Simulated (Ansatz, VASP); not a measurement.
One calculation of Ca3CdF8, two programs

The input INCAR:

```
SYSTEM = Ca3CdF8
PREC = Accurate
ENCUT = 520
EDIFF = 1E-6
ISMEAR = -1
SIGMA = 0.02
LREAL = .FALSE.
LASPH = .TRUE.
NELM = 80
ALGO = Normal
ISIF = 2
LWAVE = .FALSE.
LCHARG = .FALSE.
GGA = PE
NBANDS = 61
```

KPOINTS

```
Automatic mesh
0
G
  4 4 6
  0 0 0
```

POSCAR

```
Ca3CdF8
1.0
    3.8394915705     -5.4268058284      0.0000000000
    3.8394915705      5.4268058284      0.0000000000
    0.0000000000      0.0000000000      3.8351405034
Ca F Cd
3 8 1
Direct
    0.0000000000      0.5000000000      0.0000000000
    0.0000000000      0.0000000000      0.5000000000
    0.5000000000      0.0000000000      0.0000000000
    0.3757082200      0.1261540443      0.5000000000
    0.1261540443      0.3757082200      0.5000000000
    0.8746346378      0.1253653622      0.0000000000
    0.6243384309      0.3756615691      0.0000000000
    0.3756615691      0.6243384309      0.0000000000
    0.1253653622      0.8746346378      0.0000000000
    0.8738459557      0.6242917800      0.5000000000
    0.6242917800      0.8738459557      0.5000000000
    0.5000000000      0.5000000000      0.5000000000
```

Input for Ansatz:

```yaml
crystal:
  lattice:
    - [3.8394915705, -5.4268058284, 0.0]
    - [3.8394915705, 5.4268058284, 0.0]
    - [0.0, 0.0, 3.8351405034]
  atoms:
    - { symbol: Ca, position: [0.0, 0.5, 0.0] }
    - { symbol: F, position: [0.37570822, 0.1261540443, 0.5] }
    - { symbol: F, position: [0.1261540443, 0.37570822, 0.5] }
    - { symbol: Cd, position: [0.5, 0.5, 0.5] }
    - { symbol: F, position: [0.8746346378, 0.1253653622, 0.0] }
    - { symbol: F, position: [0.6243384309, 0.3756615691, 0.0] }
    - { symbol: Ca, position: [0.0, 0.0, 0.5] }
    - { symbol: F, position: [0.3756615691, 0.6243384309, 0.0] }
    - { symbol: F, position: [0.1253653622, 0.8746346378, 0.0] }
    - { symbol: Ca, position: [0.5, 0.0, 0.0] }
    - { symbol: F, position: [0.8738459557, 0.62429178, 0.5] }
    - { symbol: F, position: [0.62429178, 0.8738459557, 0.5] }
kpoints:
  mp_grid: { grid: [4, 4, 6] }
  band_path:
    path:
      - [[0.0, 0.0, 0.0], [-0.5, 0.5, -1.118777872893e-18], [-0.375140786468, 0.624859213532, -1.118777872893e-18]]
      - [[0.375140786468, 0.375140786468, 2.160728269424e-35], [0.0, 0.0, 0.0], [-4.382259982703e-36, 4.382259982703e-36, 0.5], [0.375140786468, 0.375140786468, 0.5]]
      - [[-0.375140786468, 0.624859213532, 0.5], [-0.5, 0.5, 0.5], [-0.5, 0.5, -1.118777872893e-18]]
      - [[0.0, 0.0, 0.0], [-3.128849450618e-17, 0.5, -5.593889364465e-19], [-3.016838641675e-17, 0.5, 0.5], [-4.382259982703e-36, 4.382259982703e-36, 0.5], [-0.5, 0.5, 0.5]]
    npoints: 10
hamiltonian:
  xc: pbe
scf:
  occupations: { method: fermi_dirac, width: 0.02 }
  n_extra_bands: 7
output:
  forces: true
  stress: true
  eigenvalues: true
```

Alike in both runs: task single point; functional PBE; k mesh 4 × 4 × 6; occupations fermi-dirac, width 0.02 eV; no spin polarisation.

```csv
,VASP,Ansatz
version,VASP 6.6.1,Ansatz 0.2.0
potentials or method,"VASP PAW PBE potentials, release 64 (Ca_sv, F, Cd)","plane waves, PAW"
plane-wave cutoff (eV),520,420
valence electrons in the cell,98,106
```

Ansatz gave:

| Quantity | Value |
| --- | --- |
| gap on the k mesh at the Fermi level (eV) | 5.33 |
| pressure (GPa) | 3.9 |
| rms of the force components (eV/Å) | 0.033 |

**Question.** Which values does VASP return?

**Answer.** gap on the k mesh at the Fermi level (eV): 5.30; pressure (GPa): 4.3; rms of the force components (eV/Å): 0.039.

VASP's potentials hold 98 valence electrons a cell and Ansatz's 106, so a difference there can come from the potentials and not from the codes.
